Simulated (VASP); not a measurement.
Wanted: the native input for a VASP 6.6.1 run.

- Task: single point
- Functional: PBEsol
- Dispersion: D3(BJ)
- Potentials or basis: VASP PAW PBE potentials, release 64 (Ge_d)
- Cutoff: 520 eV
- k mesh: 18 × 18 × 10
- Occupations: gaussian, width 0.15 eV
- Spin: no spin polarisation
- Dipole correction: no
- Further INCAR settings: ALGO = Normal; EDIFF = 1e-06; NBANDS = 21

The structure of Ge lies in POSCAR:

```
Ge
1.0
    1.4880529250     -2.5946896100      0.0000000000
    1.4880529250      2.5946896100      0.0000000000
    0.0000000000      0.0000000000      4.7275957900
Ge
2
Direct
    0.6437531626      0.2493292519      0.2024070987
    0.3334466300      0.6665533700      0.7500000000
```

This cell differs from its parent crystal: atom 1 (Ge) moved by (-0.225, -0.225) A along [1 1 0] and z.

One way to write it, as run:

INCAR

```
SYSTEM = Ge
PREC = Accurate
ENCUT = 520
EDIFF = 1E-6
ISMEAR = 0
SIGMA = 0.15
LREAL = .FALSE.
LASPH = .TRUE.
NELM = 80
ALGO = Normal
ISIF = 2
LWAVE = .FALSE.
LCHARG = .FALSE.
GGA = PS
IVDW = 12
NBANDS = 21
```

KPOINTS

```
Automatic mesh
0
G
  18 18 10
  0 0 0
```

Potentials or basis: VASP PAW PBE potentials, release 64 (Ge_d).

The run is started by

```console
$ cat potpaw_PBE.64/Ge_d/POTCAR > POTCAR
$ mpirun -np 1 vasp_std > vasp.out
```

It gave:

```json
{
  "Pressure": "-0.7 GPa",
  "Largest force": "0.706 eV/Å",
  "Band gap on the k mesh": "zero (bands 14 and 15 overlap by 9.48 eV)",
  "Dispersion energy per atom": "-0.339 eV"
}
```

Caveat: the cell differs from its parent crystal (atom 1 (Ge) moved by (-0.225, -0.225) A along [1 1 0] and z); the PAW data sets were made with another functional, which shifts forces and pressure a little.

It took 4.8 min on 1 thread of Intel(R) Xeon(R) 6975P-C (Granite Rapids) (shared host), peak memory 0.96 GiB.
